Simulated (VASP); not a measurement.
A run of VASP 6.6.1:

The input POSCAR:

```
CuO
1.0
    2.0436427917     -2.0501604381      0.0000000000
    2.0436427917      2.0501604381      0.0000000000
    0.0000000000      0.0000000000      5.1231778790
Cu O
2 2
Direct
    0.5000000000      0.0000000000      0.0000000000
    0.0000000000      0.5000000000      0.5000000000
    0.5000000000      0.5000000000      0.2500000000
    0.5000000000      0.5000000000      0.7500000000
```

The input INCAR.step1:

```
SYSTEM = CuO
ALGO = Normal
EDIFF = 1E-4
ENCUT = 520
GGA = PE
ISMEAR = -1
LASPH = .True.
LCHARG = .False.
LREAL = .False.
LWAVE = .True.
NBANDS = 25
NELM = 80
PREC = Accurate
SIGMA = 0.05
```

INCAR.step2

```
SYSTEM = CuO
ALGO = Normal
EDIFF = 1E-6
ENCUT = 520
ISIF = 2
ISMEAR = -1
ISTART = 1
LASPH = .True.
LCHARG = .False.
LMIXTAU = .True.
LREAL = .False.
LWAVE = .False.
METAGGA = R2SCAN
NBANDS = 25
NELM = 80
PREC = Accurate
SIGMA = 0.05
```

KPOINTS

```
k-points
0
Gamma
  9 9 5
  0 0 0
```

Potentials or basis: VASP PAW PBE potentials, release 64 (Cu, O).

Run with:

```console
$ cat potpaw_PBE.64/Cu/POTCAR potpaw_PBE.64/O/POTCAR > POTCAR
$ cp INCAR.step1 INCAR
$ mpirun -np 1 vasp_std > vasp.out
$ cp INCAR.step2 INCAR
$ mpirun -np 1 vasp_std > vasp.out
```

Hardware: 1 thread of Intel(R) Xeon(R) Platinum 8259CL CPU @ 2.50GHz (Skylake/Cascade Lake), on a shared host.

Problem. How long does it take, and how much memory?

Solution. Run time: 3.2 min on 1 thread of Intel(R) Xeon(R) Platinum 8259CL CPU @ 2.50GHz (Skylake/Cascade Lake) (shared host), peak memory 0.21 GiB. Counts: k points 75.
